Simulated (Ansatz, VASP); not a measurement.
## Fe in VASP and in Ansatz

The input POSCAR:

```
Fe
1.0
   -1.4455000000      1.4455000000      1.4455000000
    1.4455000000     -1.4455000000      1.4455000000
    1.4455000000      1.4455000000     -1.4455000000
Fe
1
Direct
    0.0000000000      0.0000000000      0.0000000000
```

INCAR.step1

```
SYSTEM = Fe
ALGO = Normal
EDIFF = 1E-4
ENCUT = 520
GGA = PE
ISMEAR = 0
ISPIN = 2
LASPH = .True.
LCHARG = .False.
LMAXMIX = 4
LREAL = .False.
LWAVE = .True.
MAGMOM = 4
NBANDS = 14
NELM = 150
PREC = Accurate
SIGMA = 0.05
```

The input INCAR.step2:

```
SYSTEM = Fe
ALGO = Normal
EDIFF = 1E-7
ENCUT = 520
ISIF = 2
ISMEAR = 0
ISPIN = 2
ISTART = 1
LASPH = .True.
LCHARG = .True.
LELF = .True.
LMAXMIX = 4
LMIXTAU = .True.
LORBIT = 11
LREAL = .False.
LVHAR = .True.
LWAVE = .False.
MAGMOM = 4
METAGGA = R2SCAN
NBANDS = 14
NELM = 150
PREC = Accurate
SIGMA = 0.05
```

File KPOINTS:

```
k-points
0
Gamma
  11 11 11
  0 0 0
```

Input for Ansatz:

```yaml
crystal:
  lattice:
    - [-1.4455, 1.4455, 1.4455]
    - [1.4455, -1.4455, 1.4455]
    - [1.4455, 1.4455, -1.4455]
  atoms:
    - { symbol: Fe, position: [0.0, 0.0, 0.0], spin: 4.0 }
magnetization:
  spin_polarized: true
hamiltonian:
  xc: r2scan
  pseudopotentials: { kind: paw }
basis:
  ecutwfc: 500
kpoints:
  mp_grid: { grid: [11, 11, 11] }
scf:
  occupations: { method: gaussian, width: 0.05 }
  lower_state_search: "off"
  algorithm: direct_min
  max_iter: 150
output:
  forces: true
  stress: true
```

Alike in both runs: task single point; functional r2SCAN; k mesh 11 × 11 × 11; occupations gaussian, width 0.05 eV; collinear spin.

```csv
,VASP,Ansatz
version,VASP 6.6.1,Ansatz 0.2.0
potentials or method,"VASP PAW PBE potentials, release 64 (Fe), cutoff 520 eV","PAW, plane waves, scalar-relativistic"
valence electrons in the cell,8,16
```

```tsv
	VASP	Ansatz	Ansatz less VASP
pressure (GPa)	-6.4	-6.2	+0.23
net moment per atom (μB)	2.61	2.61	0.000
size of the moment on the site where the two differ most (μB)	2.69	2.78	+0.089
```

VASP's potentials were made for PBE, not for r2SCAN. Site moments also hang on the region over which each program counts them. VASP's potentials hold 8 valence electrons a cell and Ansatz's 16, so a difference there can come from the potentials and not from the codes. Ansatz's warnings: stability check not made.
